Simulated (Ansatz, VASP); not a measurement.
# Ag in VASP and in Ansatz

```
CELL_PARAMETERS angstrom
2.93000 0.00000 0.00000
-1.46500 2.53745 0.00000
0.00000 0.00000 4.74210
ATOMIC_POSITIONS crystal
Ag 0.33333 0.66667 0.25000
Ag 0.66667 0.33333 0.75000
```

Change from the starting cell: z stretched by -1 %, ions relaxed.

Alike in both runs: functional PBE; k mesh 18 × 18 × 10; occupations fermi-dirac, width 0.05 eV; no spin polarisation.

Ansatz relaxed the structure, and its values are those at the end. VASP's run is a single point on that final structure, the one shown.

|  | VASP | Ansatz |
| --- | --- | --- |
| version | VASP 6.6.1 | Ansatz 0.2.0 |
| potentials or method | VASP PAW PBE potentials, release 64 (Ag) | plane-wave PAW, scalar-relativistic |
| plane-wave cutoff (eV) | 520 | 420 |
| valence electrons in the cell | 22 | 38 |

|  | VASP | Ansatz | Ansatz less VASP |
| --- | --- | --- | --- |
| pressure (GPa) | 1.3 | 1.4 | +0.13 |

The functional is the same, so the differences come from potentials, cutoffs and numerics. VASP's potentials hold 22 valence electrons a cell and Ansatz's 38, so a difference there can come from the potentials and not from the codes. Ansatz's warnings: stress scf threshold loose.
